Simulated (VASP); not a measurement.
# Mo (P6/mmm) in VASP: a series of runs

The runs below take Mo through single point, with PBE.

All numbers are computed with VASP 6.6.1; they aren't measurements. Logs are shortened: lines on timing, memory, paths and dates and some standing lists are left out, and cuts for length are marked.

## 1. The cell of the first run

Symmetry: P6/mmm, No. 191, hexagonal system. Conventional cell: a = 2.278 Å, b = 2.278 Å, c = 2.102 Å, α = 90.00°, β = 90.00°, γ = 120.00°. Within 2.8 Å of Mo (site symmetry 6/mmm) lie 8 Mo at 2.10 to 2.28 Å.

This isn't the form of Mo at room conditions, which is bcc.

## 2. Single point, PBE

File INCAR:

```
PREC = Accurate
ENCUT = 520
EDIFF = 1E-6
ISMEAR = -1
SIGMA = 0.1
LREAL = False
LASPH = True
NELM = 60
ALGO = Normal
ISIF = 2
LWAVE = False
LCHARG = False
GGA = PE
NBANDS = 13
```

File KPOINTS:

```
Automatic mesh
0
Gamma
  19 19 18
```

File POSCAR:

```
Mo
1.0
    2.2775609681      0.0000000000      0.0000000000
   -1.1387804841      1.9724256570      0.0000000000
    0.0000000000      0.0000000000      2.1020725505
Mo
1
Direct
    0.0000000000      0.0000000000      0.0000000000
```

Potentials or basis: VASP PAW PBE potentials, release 64 (Mo_sv).

On the command line:

```
$ cat potpaw_PBE.64/Mo_sv/POTCAR > POTCAR
$ mpirun -np 1 vasp_std > vasp.out
```

OUTCAR:

```text
PREC = Accurate
   ENCUT = 520
   EDIFF = 1E-6
   ISMEAR = -1
   LREAL = False
   LASPH = True
   NELM = 60
   ISIF = 2
   GGA = PE

 ion  position               nearest neighbor table
   1  0.000  0.000  0.000-

  LATTYP: Found a hexagonal cell.
 ALAT       =     2.2775609681
 C/A-ratio  =     0.9229489704

  Lattice vectors:

 A1 = (   2.2775609681,   0.0000000000,   0.0000000000)
 A2 = (  -1.1387804841,   1.9724256570,   0.0000000000)
 A3 = (   0.0000000000,   0.0000000000,   2.1020725505)

Analysis of symmetry for initial positions (statically):
=====================================================================
 Subroutine PRICEL returns:
 Original cell was already a primitive cell.

 Routine SETGRP: Setting up the symmetry group for a
 hexagonal supercell.

 Subroutine GETGRP returns: Found 24 space group operations
 (whereof 24 operations were pure point group operations)
 out of a pool of 24 trial point group operations.

The static configuration has the point symmetry D_6h.

Analysis of symmetry for dynamics (positions and initial velocities):
=====================================================================
 Subroutine PRICEL returns:
 Original cell was already a primitive cell.

 Routine SETGRP: Setting up the symmetry group for a
 hexagonal supercell.

 Subroutine GETGRP returns: Found 24 space group operations
 (whereof 24 operations were pure point group operations)
 out of a pool of 24 trial point group operations.

The dynamic configuration has the point symmetry D_6h.

 Subroutine INISYM returns: Found 24 space group operations
 (whereof 24 operations are pure point group operations),
 and found     1 'primitive' translations

----------------------------------------------------------------------------------------

                                     Primitive cell

  volume of cell :       9.4432

  direct lattice vectors                    reciprocal lattice vectors
     2.277560968  0.000000000  0.000000000     0.439066183  0.253494979  0.000000000
    -1.138780484  1.972425657  0.000000000     0.000000000  0.506989957  0.000000000
     0.000000000  0.000000000  2.102072550     0.000000000  0.000000000  0.475720973

  length of vectors
     2.277560968  2.277560968  2.102072550     0.506989957  0.506989957  0.475720973

[... 83 lines left out ...]
   NFREE  =      0    steps in history (QN), initial steepest desc. (CG)
   ISIF   =      2    stress and relaxation
   ISYM   =      2    0-nonsym 1-usesym 2-fastsym
   POTIM  = 0.5000    time-step for ionic-motion
   TEBEG  =    0.0;   TEEND  =   0.0 temperature during run
   PSTRESS=    0.0 pullay stress
   NELECT =      14.0000    total number of electrons
   NUPDOWN=      -1.0000    fix difference up-down
   EMIN   =  10.00;   EMAX   =-10.00  energy-range for DOS
   EFERMI =   0.00;   METHOD = LEGACY
   ISMEAR =    -1;   SIGMA  =   0.10  broadening in eV -4-tet -1-fermi 0-gaus
   EFERMI_NEDOS =   21; number of points for ismear=-14 and -15
   IALGO  =     38    algorithm
   IMIX   =      4    mixing-type and parameters
     AMIX     =   0.40;   BMIX     =  1.00
     AMIX_MAG =   1.60;   BMIX_MAG =  1.00
  volume/ion in A,a.u.               =       9.44        63.73
  Fermi-wavevector in a.u.,A,eV,Ry     =   1.866715  3.527580 47.411209  3.484626
  Thomas-Fermi vector in A             =   2.913352
   LORBIT       =      0    0 simple, 1 ext, 2 COOP (PROOUT), +10 PAW based schemes
   GGA     = PE    functional components
   LHFCALC =     F    Hartree Fock is set to
   AEXX    =    0.0000 exact exchange contribution
   IVDW    =     0    specifies the selected vdW correction
   LEPSILON=     F    determine dielectric tensor
   LRPA    =     F    only Hartree local field effects (RPA)
 non-spin polarized calculation
  energy-cutoff  :      520.00
  volume of cell :        9.44
 maximum number of plane-waves:       266
 NGX is ok and might be reduce to    18
   NGX =  9   NGY =  9   NGZ =  7

 number of electron      13.9999997 magnetization

 Free energy of the ion-electron system (eV)
  ---------------------------------------------------
  ext. energy  EPLUGINS =         0.00000000
  ---------------------------------------------------
  free energy    TOTEN  =        -4.55868508 eV

  energy without entropy =       -4.54105872  energy(sigma->0) =       -4.54987190

 E-fermi :  22.3097     XC(G=0): -16.3809

 val. band max:       22.3079167522   @ k =   0.2105   0.0526   0.3333
 cond. band min:      22.3262582078   @ k =   0.2105  -0.0000   0.3333
 fundamental gap:      0.0183414557
 Fermi energy:        22.3097264641

 k-point     1 :       0.0000    0.0000    0.0000
  band No.  band energies     occupation
      1     -40.6669      2.00000
      2     -10.8284      2.00000
      3     -10.8284      2.00000
      4     -10.3514      2.00000
      5      13.5893      2.00000
      6      15.1381      2.00000
      7      19.6150      2.00000
      8      19.6150      2.00000
      9      30.9231      0.00000
     10      30.9231      0.00000
     11      34.5244      0.00000
     12      44.4147      0.00000
     13      49.9838      0.00000
[... 354 lines left out ...]
  band No.  band energies     occupation
      1     -39.3242      2.00000
      2     -16.0287      2.00000
      3     -12.5120      2.00000
      4      -9.6353      2.00000
      5      14.3502      2.00000
      6      17.0141      2.00000
      7      23.0218      0.00161
      8      24.6014      0.00000
      9      28.9337      0.00000
     10      29.4029      0.00000
     11      39.6802      0.00000
     12      41.9495      0.00000
     13      46.3554      0.00000

 [... further k-points ...]

------------------------ aborting loop because EDIFF is reached ----------------------------------------

  FORCE on cell =-STRESS in cart. coord.  units (eV):
  Direction    XX          YY          ZZ          XY          YZ          ZX
  --------------------------------------------------------------------------------------
  -------------------------------------------------------------------------------------
  Total       22.8547436     22.8547436     23.0788911     -0.0000000      0.0000000      0.0000000
  in kB     3877.6497614   3877.6497612   3915.6797370     -0.0000001      0.0000000      0.0000000
  external PRESSURE =    3890.3264199 kB  Pullay stress =       0.0000000 kB

 VOLUME and BASIS-vectors are now :
 -----------------------------------------------------------------------------
  energy-cutoff  :      520.00
  volume of cell :        9.44
      direct lattice vectors                 reciprocal lattice vectors
     2.277560968  0.000000000  0.000000000     0.439066183  0.253494979  0.000000000
    -1.138780484  1.972425657  0.000000000     0.000000000  0.506989957  0.000000000
     0.000000000  0.000000000  2.102072550     0.000000000  0.000000000  0.475720973

 POSITION                                       TOTAL-FORCE (eV/Angst)
 -----------------------------------------------------------------------------------
      0.00000      0.00000      0.00000         0.000000      0.000000      0.000000
 -----------------------------------------------------------------------------------
    total drift:                                0.000000      0.000000      0.000000

  FREE ENERGIE OF THE ION-ELECTRON SYSTEM (eV)
  ---------------------------------------------------
  free  energy   TOTEN  =        -4.5586850774 eV

  energy  without entropy=       -4.5410587203  energy(sigma->0) =       -4.54987190
```

stdout:

```text
POSCAR found type information on POSCAR Mo
 POSCAR found :  1 types and       1 ions
 scaLAPACK will be used
 LDA part: xc-table for (Slater+PW92), standard interpolation
 POSCAR, INCAR and KPOINTS ok, starting setup
 FFT: planning ... GRIDC
 FFT: planning ... GRID_SOFT
 FFT: planning ... GRID
 WAVECAR not read
 entering main loop
```

Wall time 35 s (1 thread of Intel Xeon Platinum 8259CL at 2.50GHz (Skylake/Cascade Lake), shared host); peak memory 0.15 GiB.

Results:

```
Free energy            : -4.5587 eV
Pressure               : 389.0 GPa
Band gap on the k mesh : zero (bands 7 and 8 overlap by 4.88 eV)
```

Caveat: the cell stands under pressure.

## 3. Single point, PBE

File INCAR:

```
SYSTEM = Mo
PREC = Accurate
ENCUT = 520
EDIFF = 1E-7
ISMEAR = -1
SIGMA = 0.1
LREAL = .False.
LASPH = .True.
NELM = 80
ALGO = Normal
ISIF = 2
LWAVE = .False.
LCHARG = .False.
GGA = PE
NBANDS = 13
```

File KPOINTS:

```
Automatic mesh
0
Gamma
  19 19 18
  0 0 0
```

File POSCAR:

```
Mo
1.0
    2.2780138010      0.0000000000      0.0000000000
   -1.1390069005      1.9728178218      0.0000000000
    0.0000000000      0.0000000000      2.1016640617
Mo
1
Direct
    0.0000000000      0.0000000000      0.0000000000
```

Potentials or basis: VASP PAW PBE potentials, release 64 (Mo_sv).

On the command line:

```
$ cat potpaw_PBE.64/Mo_sv/POTCAR > POTCAR
$ mpirun -np 1 vasp_std > vasp.out
```

Run time: 34 s. Hardware: 1 thread of Intel Xeon Platinum 8259CL at 2.50GHz (Skylake/Cascade Lake), shared host; peak memory 0.15 GiB.

Results (log left out):

```
Free energy            : -4.5633 eV
Pressure               : 388.8 GPa
Band gap on the k mesh : zero (bands 7 and 8 overlap by 4.89 eV)
```

Stress tensor (GPa, compression positive):
```
387.29   0.00   0.00
  0.00 387.29   0.00
  0.00   0.00 391.72
```

Levels at points of the mesh, in eV from the Fermi level:
```csv
k point,band 4,band 5,band 6,band 7,band 8,band 9,band 10,band 11
"(0.00, 0.00, 0.00)",-32.66,-8.72,-7.17,-2.69,-2.69,8.61,8.61,12.21
"(0.00, 0.00, 0.50)",-32.31,-3.89,-0.76,-0.76,0.73,0.73,1.54,16.79
```

Caveat: the cell stands under pressure.
